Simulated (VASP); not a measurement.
# Si (I-42m) in VASP: a series of runs, part 2 of 2

VASP 6.6.1. The steps go on from the part before.

## 3. Single point, r2SCAN (atoms displaced along a vibrational mode)

Input file POSCAR:

```
Si
1.0
   -3.3273296544      3.3273296544      1.9218805215
    3.3273296544     -3.3273296544      1.9218805215
    3.3273296544      3.3273296544     -1.9218805215
Si
4
Direct
    0.1202167823      0.1202167823      0.3575063991
    0.7627103833      0.7627103833      0.6424936010
    0.2372896167      0.8797832177      0.0000000000
    0.8797832177      0.2372896167      0.0000000000
```

Input file INCAR.step1:

```
PREC     = Accurate       # precision mode
ENCUT    = 520            # plane-wave cutoff, eV
ISMEAR   = 0              # smearing method
SIGMA    = 0.05           # smearing width, eV
LREAL    = False          # projectors in reciprocal space
LASPH    = True           # aspherical terms in the spheres
NELM     = 100            # most SCF steps
NBANDS   = 16             # bands
GGA      = PE             # functional
ALGO     = Normal         # electronic algorithm
EDIFF    = 1E-4           # SCF threshold, eV
LWAVE    = True           # write WAVECAR
LCHARG   = False          # write CHGCAR
```

Input file INCAR.step2:

```
PREC     = Accurate       # precision mode
ENCUT    = 520            # plane-wave cutoff, eV
EDIFF    = 1E-6           # SCF threshold, eV
ISMEAR   = 0              # smearing method
SIGMA    = 0.05           # smearing width, eV
LREAL    = False          # projectors in reciprocal space
LASPH    = True           # aspherical terms in the spheres
NELM     = 100            # most SCF steps
ALGO     = Normal         # electronic algorithm
ISIF     = 2              # what is computed and relaxed
LWAVE    = False          # write WAVECAR
LCHARG   = False          # write CHGCAR
METAGGA  = R2SCAN         # meta-GGA
LMIXTAU  = True         
NBANDS   = 16             # bands
ISTART   = 1
```

Input file KPOINTS:

```
regular mesh
0
Gamma
  10 10 10
```

Potentials or basis: VASP PAW PBE potentials, release 64 (Si).

Command:

```
cat potpaw_PBE.64/Si/POTCAR > POTCAR
cp INCAR.step1 INCAR
mpirun -np 1 vasp_std > vasp.out
cp INCAR.step2 INCAR
mpirun -np 1 vasp_std > vasp.out
```

OUTCAR:

```text
PREC = Accurate
   ENCUT = 520
   EDIFF = 1E-6
   ISMEAR = 0
   LREAL = False
   LASPH = True
   NELM = 100
   ISIF = 2
   METAGGA = R2SCAN
   ISTART = 1

 ion  position               nearest neighbor table
   1  0.120  0.120  0.358-   2 2.34   2 2.34   3 2.42   4 2.42
   2  0.763  0.763  0.642-   1 2.34   1 2.34   4 2.42   3 2.42
   3  0.237  0.880  0.000-   4 2.34   4 2.34   2 2.42   1 2.42
   4  0.880  0.237  0.000-   3 2.34   3 2.34   2 2.42   1 2.42

  LATTYP: Found a body centered tetragonal cell.
 ALAT       =     6.6546593088
 C/A-ratio  =     0.5776044820

  Lattice vectors:

 A1 = (  -3.3273296544,   3.3273296544,   1.9218805215)
 A2 = (   3.3273296544,  -3.3273296544,   1.9218805215)
 A3 = (   3.3273296544,   3.3273296544,  -1.9218805215)

Analysis of symmetry for initial positions (statically):
=====================================================================
 Subroutine PRICEL returns:
 Original cell was already a primitive cell.

 Routine SETGRP: Setting up the symmetry group for a
 body centered tetragonal supercell.

 Subroutine GETGRP returns: Found  8 space group operations
 (whereof  8 operations were pure point group operations)
 out of a pool of 16 trial point group operations.

The static configuration has the point symmetry D_2d.

Analysis of symmetry for dynamics (positions and initial velocities):
=====================================================================
 Subroutine PRICEL returns:
 Original cell was already a primitive cell.

 Routine SETGRP: Setting up the symmetry group for a
 body centered tetragonal supercell.

 Subroutine GETGRP returns: Found  8 space group operations
 (whereof  8 operations were pure point group operations)
 out of a pool of 16 trial point group operations.

The dynamic configuration has the point symmetry D_2d.

 Subroutine INISYM returns: Found  8 space group operations
 (whereof  8 operations are pure point group operations),
[... 121 lines left out ...]
  volume/ion in A,a.u.               =      21.28       143.59
  Fermi-wavevector in a.u.,A,eV,Ry     =   0.937826  1.772234 11.966557  0.879517
  Thomas-Fermi vector in A             =   2.064976
   LORBIT       =      0    0 simple, 1 ext, 2 COOP (PROOUT), +10 PAW based schemes
   METAGGA = R2SCAN    functional components
   LHFCALC =     F    Hartree Fock is set to
   AEXX    =    0.0000 exact exchange contribution
   IVDW    =     0    specifies the selected vdW correction
   LEPSILON=     F    determine dielectric tensor
   LRPA    =     F    only Hartree local field effects (RPA)
 non-spin polarized calculation
 Gauss-broadening in eV      SIGMA  =   0.05
  energy-cutoff  :      520.00
  volume of cell :       85.11
 maximum number of plane-waves:      2319
 NGX is ok and might be reduce to    40
   NGX = 19   NGY = 19   NGZ = 19

 number of electron      16.0000000 magnetization

 Free energy of the ion-electron system (eV)
  ---------------------------------------------------
  ext. energy  EPLUGINS =         0.00000000
  ---------------------------------------------------
  free energy    TOTEN  =       -34.34113580 eV

  energy without entropy =      -34.34112122  energy(sigma->0) =      -34.34112851

 E-fermi :   5.6463     XC(G=0):  -9.5691

 val. band max:        5.5731323587   @ k =   0.5000   0.5000   0.5000
 cond. band min:       5.7377445051   @ k =  -0.1000  -0.2000   0.1000
 fundamental gap:      0.1646121464
 Fermi energy:         5.6462505502

 k-point     1 :       0.0000    0.0000    0.0000
  band No.  band energies     occupation
      1      -7.2114      2.00000
      2      -2.8337      2.00000
      3      -0.3157      2.00000
      4      -0.3157      2.00000
      5       1.5810      2.00000
      6       3.7632      2.00000
[... 433 lines left out ...]
      3      -1.9831      2.00000
      4       0.1289      2.00000
      5       0.9572      2.00000
      6       2.3621      2.00000
[... 8 lines left out ...]
     15      11.8313      0.00000
     16      12.5740      0.00000

 [... further k-points ...]

------------------------ aborting loop because EDIFF is reached ----------------------------------------

  FORCE on cell =-STRESS in cart. coord.  units (eV):
  Direction    XX          YY          ZZ          XY          YZ          ZX
  --------------------------------------------------------------------------------------
  -------------------------------------------------------------------------------------
  Total       -1.0744385     -1.0744385     -0.6830269      0.0000000      0.0000000     -0.0000000
  in kB      -20.2261907    -20.2261907    -12.8579095      0.0000000      0.0000000     -0.0000000
  external PRESSURE =     -17.7700969 kB  Pullay stress =       0.0000000 kB

 VOLUME and BASIS-vectors are now :
 -----------------------------------------------------------------------------
  energy-cutoff  :      520.00
  volume of cell :       85.11
      direct lattice vectors                 reciprocal lattice vectors
    -3.327329654  3.327329654  1.921880522     0.000000000  0.150270653  0.260161854
     3.327329654 -3.327329654  1.921880522     0.150270653  0.000000000  0.260161854
     3.327329654  3.327329654 -1.921880522     0.150270653  0.150270653  0.000000000

 POSITION                                       TOTAL-FORCE (eV/Angst)
 -----------------------------------------------------------------------------------
      1.18954      1.18954     -0.22500        -0.255960     -0.255960      0.689123
      2.13779      2.13779      1.69688         0.255960      0.255960      0.689123
      2.13779     -2.13779      2.14688         0.255960     -0.255960     -0.689123
     -2.13779      2.13779      2.14688        -0.255960      0.255960     -0.689123
 -----------------------------------------------------------------------------------
    total drift:                               -0.000001     -0.000001     -0.000004

  FREE ENERGIE OF THE ION-ELECTRON SYSTEM (eV)
  ---------------------------------------------------
  free  energy   TOTEN  =       -34.3411357997 eV

  energy  without entropy=      -34.3411212213  energy(sigma->0) =      -34.34112851
```

OUTCAR.step1:

```text
PREC = Accurate
   ENCUT = 520
   ISMEAR = 0
   LREAL = False
   LASPH = True
[... 685 lines left out ...]
      1.18954      1.18954     -0.22500        -0.270415     -0.270415      0.581442
      2.13779      2.13779      1.69688         0.270415      0.270415      0.581442
      2.13779     -2.13779      2.14688         0.270415     -0.270415     -0.581442
     -2.13779      2.13779      2.14688        -0.270415      0.270415     -0.581442
 -----------------------------------------------------------------------------------
    total drift:                               -0.000000     -0.000000     -0.000000

  FREE ENERGIE OF THE ION-ELECTRON SYSTEM (eV)
  ---------------------------------------------------
  free  energy   TOTEN  =       -21.0481692906 eV

  energy  without entropy=      -21.0479666401  energy(sigma->0) =      -21.04806797
```

OSZICAR.step1:

```text
N       E                     dE             d eps       ncg     rms          rms(c)
DAV:   1     0.243480265902E+02    0.24348E+02   -0.58896E+03  3264   0.814E+02
DAV:   2    -0.196457965166E+02   -0.43994E+02   -0.39965E+02  4408   0.117E+02
DAV:   3    -0.214310143546E+02   -0.17852E+01   -0.17715E+01  4448   0.220E+01
DAV:   4    -0.214533038118E+02   -0.22289E-01   -0.22285E-01  4168   0.317E+00
DAV:   5    -0.214537569679E+02   -0.45316E-03   -0.45315E-03  4512   0.426E-01    0.657E+00
DAV:   6    -0.211646160264E+02    0.28914E+00   -0.13672E-01  3976   0.178E+00    0.396E+00
DAV:   7    -0.210446115656E+02    0.12000E+00   -0.24694E-01  4240   0.242E+00    0.340E-01
DAV:   8    -0.210473185093E+02   -0.27069E-02   -0.25581E-02  3960   0.845E-01    0.165E-01
DAV:   9    -0.210479775143E+02   -0.65901E-03   -0.13720E-03  4472   0.211E-01    0.912E-02
DAV:  10    -0.210481358055E+02   -0.15829E-03   -0.23914E-04  4096   0.778E-02    0.278E-02
DAV:  11    -0.210481692906E+02   -0.33485E-04   -0.46033E-05  2688   0.381E-02
   1 F= -.21048169E+02 E0= -.21048068E+02  d E =-.202650E-03
```

Run time: 21 min. Hardware: 1 thread of Intel Xeon 8259CL, shared host; peak memory 0.27 GiB.

What came out:

```
Free energy            : -34.3411 eV
Pressure               : -1.8 GPa
Largest force          : 0.778 eV/Å
Band gap on the k mesh : 0.16 eV (least direct gap 1.15 eV)
```

Forces in eV/Å, atoms in the order of the input:
```
Si  -0.256 -0.256  0.689
Si   0.256  0.256  0.689
Si   0.256 -0.256 -0.689
Si  -0.256  0.256 -0.689
```

Levels at points of the mesh, in eV from the valence-band top:
```
           k point  band 4  band 5  band 6  band 7  band 8  band 9  band 10  band 11  band 12  band 13
(0.00, 0.00, 0.00)   -5.89   -3.99   -1.81   -1.81   -0.55    1.42     1.57     1.57     2.32     2.32
(0.50, 0.00, 0.00)   -6.66   -4.72   -3.80   -2.55   -1.61    0.72     2.25     3.03     3.45     4.40
(0.50, 0.50, 0.00)   -5.18   -3.08   -2.31   -2.10   -1.94    1.38     1.89     2.09     4.12     4.71
(0.50, 0.50, 0.50)   -5.37   -3.22   -1.18    0.00    0.00    1.15     3.13     3.48     4.00     4.52
```

Caveat: the cell differs from its parent crystal (atoms displaced along a vibrational mode); semilocal functionals underestimate gaps, and a narrow one can read as zero; the PAW data sets were made with another functional, which shifts forces and pressure a little. A k mesh can miss the band edges.

## 4. Single point, r2SCAN (atoms displaced along a vibrational mode)

Input file POSCAR:

```
Si
1.0
   -3.3273296544      3.3273296544      1.9218805215
    3.3273296544     -3.3273296544      1.9218805215
    3.3273296544      3.3273296544     -1.9218805215
Si
4
Direct
    0.2177774777      0.2177774777      0.3575063991
    0.8602710786      0.8602710786      0.6424936010
    0.1397289214      0.7822225223      0.0000000000
    0.7822225223      0.1397289214      0.0000000000
```

Input file INCAR.step1:

```
PREC = Accurate
ENCUT = 520
ISMEAR = 0
SIGMA = 0.05
LREAL = False
LASPH = True
NELM = 60
NBANDS = 16
GGA = PE
ALGO = Normal
EDIFF = 1E-4
LWAVE = True
LCHARG = False
```

Input file INCAR.step2:

```
PREC = Accurate
ENCUT = 520
EDIFF = 1E-7
ISMEAR = 0
SIGMA = 0.05
LREAL = False
LASPH = True
NELM = 60
ALGO = Normal
ISIF = 2
LWAVE = False
LCHARG = False
METAGGA = R2SCAN
LMIXTAU = True
NBANDS = 16
ISTART = 1
```

Input file KPOINTS:

```
Automatic mesh
0
Gamma
  10 10 10
```

Command:

```
cat potpaw_PBE.64/Si/POTCAR > POTCAR
cp INCAR.step1 INCAR
mpirun -np 1 vasp_std > vasp.out
cp INCAR.step2 INCAR
mpirun -np 1 vasp_std > vasp.out
```

Run time: 21 min. Hardware: 1 thread of Intel Xeon 8259CL, shared host; peak memory 0.27 GiB.

Results (log left out):

* Free energy: -34.5077 eV
* Pressure: -1.0 GPa
* Largest force: 0.461 eV/Å
* Band gap on the k mesh: 0.35 eV (least direct gap 0.94 eV)

Forces in eV/Å, atoms in the order of the input:
```
Si  -0.123 -0.123 -0.427
Si   0.123  0.123 -0.427
Si   0.123 -0.123  0.427
Si  -0.123  0.123  0.427
```

Stress tensor (GPa, compression positive):
```
-1.11  0.00  0.00
 0.00 -1.11  0.00
 0.00  0.00 -0.64
```

Levels at points of the mesh, in eV from the valence-band top:
```
           k point  band 4  band 5  band 6  band 7  band 8  band 9  band 10  band 11  band 12  band 13
(0.00, 0.00, 0.00)   -5.84   -3.96   -1.68   -1.68   -0.57    1.51     1.74     1.74     2.44     2.44
(0.50, 0.00, 0.00)   -6.51   -4.63   -3.70   -2.53   -1.56    0.90     2.49     3.18     3.63     4.46
(0.50, 0.50, 0.00)   -5.15   -3.03   -2.20   -2.02   -1.82    1.66     2.04     2.14     4.24     4.68
(0.50, 0.50, 0.50)   -5.29   -3.15   -0.75    0.00    0.00    0.94     3.50     3.63     4.16     4.67
```

Caveat: the cell differs from its parent crystal (atoms displaced along a vibrational mode); semilocal functionals underestimate gaps, and a narrow one can read as zero; the PAW data sets were made with another functional, which shifts forces and pressure a little. A k mesh can miss the band edges.

## 5. Single point, r2SCAN (atoms displaced along a vibrational mode)

Input file POSCAR:

```
Si
1.0
   -3.3273296544      3.3273296544      1.9218805215
    3.3273296544     -3.3273296544      1.9218805215
    3.3273296544      3.3273296544     -1.9218805215
Si
4
Direct
    0.1592410605      0.1592410605      0.3575063991
    0.8017346614      0.8017346614      0.6424936010
    0.1982653386      0.8407589395      0.0000000000
    0.8407589395      0.1982653386      0.0000000000
```

Input file INCAR.step1:

```
ALGO     = Normal         # electronic algorithm
EDIFF    = 1E-4           # SCF threshold, eV
ENCUT    = 520            # plane-wave cutoff, eV
GGA      = PE             # functional
ISMEAR   = 0              # smearing method
LASPH    = True           # aspherical terms in the spheres
LCHARG   = False          # write CHGCAR
LREAL    = False          # projectors in reciprocal space
LWAVE    = True           # write WAVECAR
NBANDS   = 16             # bands
NELM     = 80             # most SCF steps
PREC     = Accurate       # precision mode
SIGMA    = 0.05           # smearing width, eV
```

Input file INCAR.step2:

```
ALGO     = Normal         # electronic algorithm
EDIFF    = 1E-6           # SCF threshold, eV
ENCUT    = 520            # plane-wave cutoff, eV
ISIF     = 2              # what is computed and relaxed
ISMEAR   = 0              # smearing method
ISTART   = 1            
LASPH    = True           # aspherical terms in the spheres
LCHARG   = False          # write CHGCAR
LMIXTAU  = True         
LREAL    = False          # projectors in reciprocal space
LWAVE    = False          # write WAVECAR
METAGGA  = R2SCAN         # meta-GGA
NBANDS   = 16             # bands
NELM     = 80             # most SCF steps
PREC     = Accurate       # precision mode
SIGMA    = 0.05           # smearing width, eV
```

Input file KPOINTS:

```
k-points
0
Gamma
  10 10 10
```

Command:

```
cat potpaw_PBE.64/Si/POTCAR > POTCAR
cp INCAR.step1 INCAR
mpirun -np 1 vasp_std > vasp.out
cp INCAR.step2 INCAR
mpirun -np 1 vasp_std > vasp.out
```

It took 17 min on 1 thread of Intel Xeon 8259CL, shared host; peak memory 0.27 GiB.

Results (log left out):

```yaml
Free_energy: -34.6007 eV
Pressure: -0.4 GPa
Largest_force: 0.204 eV/Å
Band_gap_on_the_k_mesh: 0.46 eV (least direct gap 0.72 eV)
```

Forces in eV/Å, atoms in the order of the input:
```
Si  -0.031 -0.031  0.199
Si   0.031  0.031  0.199
Si   0.031 -0.031 -0.199
Si  -0.031  0.031 -0.199
```

Stress tensor (GPa, compression positive):
```
-0.45  0.00  0.00
 0.00 -0.45  0.00
 0.00  0.00 -0.31
```

Levels at points of the mesh, in eV from the valence-band top:
```
           k point  band 5  band 6  band 7  band 8  band 9  band 10  band 11  band 12
(0.00, 0.00, 0.00)   -3.95   -1.60   -1.60   -0.59    1.56     1.83     1.83     2.51
(0.50, 0.00, 0.00)   -4.58   -3.64   -2.52   -1.53    1.00     2.63     3.27     3.74
(0.50, 0.50, 0.00)   -3.00   -2.13   -1.97   -1.74    1.84     2.14     2.17     4.32
(0.50, 0.50, 0.50)   -3.11   -0.40    0.00    0.00    0.72     3.72     3.73     4.25
```

Caveat: the cell differs from its parent crystal (atoms displaced along a vibrational mode); semilocal functionals underestimate gaps, and a narrow one can read as zero; the PAW data sets were made with another functional, which shifts forces and pressure a little.

## 6. Single point, r2SCAN (atoms displaced along a vibrational mode)

Input file POSCAR:

```
Si
1.0
   -3.3273296544      3.3273296544      1.9218805215
    3.3273296544     -3.3273296544      1.9218805215
    3.3273296544      3.3273296544     -1.9218805215
Si
4
Direct
    0.1104607128      0.1104607128      0.3575063991
    0.7529543138      0.7529543138      0.6424936010
    0.2470456862      0.8895392872      0.0000000000
    0.8895392872      0.2470456862      0.0000000000
```

Input file INCAR.step1:

```
  ALGO = Normal
  EDIFF = 1E-4
  ENCUT = 520
  GGA = PE
  ISMEAR = 0
  LASPH = True
  LCHARG = False
  LREAL = False
  LWAVE = True
  NBANDS = 16
  NELM = 80
  PREC = Accurate
  SIGMA = 0.05
```

Input file INCAR.step2:

```
  ALGO = Normal
  EDIFF = 1E-7
  ENCUT = 520
  ISIF = 2
  ISMEAR = 0
  ISTART = 1
  LASPH = True
  LCHARG = False
  LMIXTAU = True
  LREAL = False
  LWAVE = False
  METAGGA = R2SCAN
  NBANDS = 16
  NELM = 80
  PREC = Accurate
  SIGMA = 0.05
```

KPOINTS is that of step 5.

Potentials or basis: VASP PAW PBE potentials, release 64 (Si).

Command:

```
cat potpaw_PBE.64/Si/POTCAR > POTCAR
cp INCAR.step1 INCAR
mpirun -np 1 vasp_std > vasp.out
cp INCAR.step2 INCAR
mpirun -np 1 vasp_std > vasp.out
```

Wall time 22 min (1 thread of Intel Xeon 8259CL, shared host); peak memory 0.27 GiB.

It converged, with:

- Free energy: -34.2272 eV
- Pressure: -2.3 GPa
- Largest force: 0.954 eV/Å
- Band gap on the k mesh: 0.04 eV (least direct gap 1.22 eV)

Forces in eV/Å, atoms in the order of the input:
```
Si  -0.332 -0.332  0.830
Si   0.332  0.332  0.830
Si   0.332 -0.332 -0.830
Si  -0.332  0.332 -0.830
```

Stress tensor (GPa, compression positive):
```
-2.52  0.00  0.00
 0.00 -2.52  0.00
 0.00  0.00 -1.73
```

Levels at points of the mesh, in eV from the valence-band top:
| k point | band 5 | band 6 | band 7 | band 8 | band 9 | band 10 | band 11 | band 12 |
| --- | --- | --- | --- | --- | --- | --- | --- | --- |
| (0.00, 0.00, 0.00) | -4.01 | -1.89 | -1.89 | -0.53 | 1.36 | 1.46 | 1.46 | 2.24 |
| (0.50, 0.00, 0.00) | -4.78 | -3.86 | -2.57 | -1.64 | 0.61 | 2.10 | 2.93 | 3.34 |
| (0.50, 0.50, 0.00) | -3.11 | -2.38 | -2.15 | -2.02 | 1.20 | 1.79 | 2.06 | 4.05 |
| (0.50, 0.50, 0.50) | -3.26 | -1.42 | 0.00 | 0.00 | 1.25 | 2.89 | 3.38 | 3.91 |

Caveat: the cell differs from its parent crystal (atoms displaced along a vibrational mode); semilocal functionals underestimate gaps, and a narrow one can read as zero; the PAW data sets were made with another functional, which shifts forces and pressure a little. A k mesh can miss the band edges.

## 7. The runs side by side

| cell | gap on the mesh (eV) | pressure (GPa) | largest force (eV/Å) |
| --- | --- | --- | --- |
| as given, atomic positions A | none | -2.8 | 1.13 |
| as given, atomic positions B | 0.16 | -1.8 | 0.78 |
| as given, atomic positions C | 0.35 | -1.0 | 0.46 |
| as given, atomic positions D | 0.46 | -0.4 | 0.20 |
| as given, atomic positions E | 0.04 | -2.3 | 0.95 |

Alike in all rows: task single point; level r2SCAN; potentials or basis VASP PAW PBE potentials, release 64 (Si); no spin polarisation; k mesh 10 × 10 × 10; cutoff (eV) 520; smearing gaussian 0.05 eV.

Caveats: semilocal functionals underestimate gaps, and a narrow one can read as zero; the PAW data sets were made with another functional, which shifts forces and pressure a little.

Absolute energies hang on the potentials; compare differences alone.
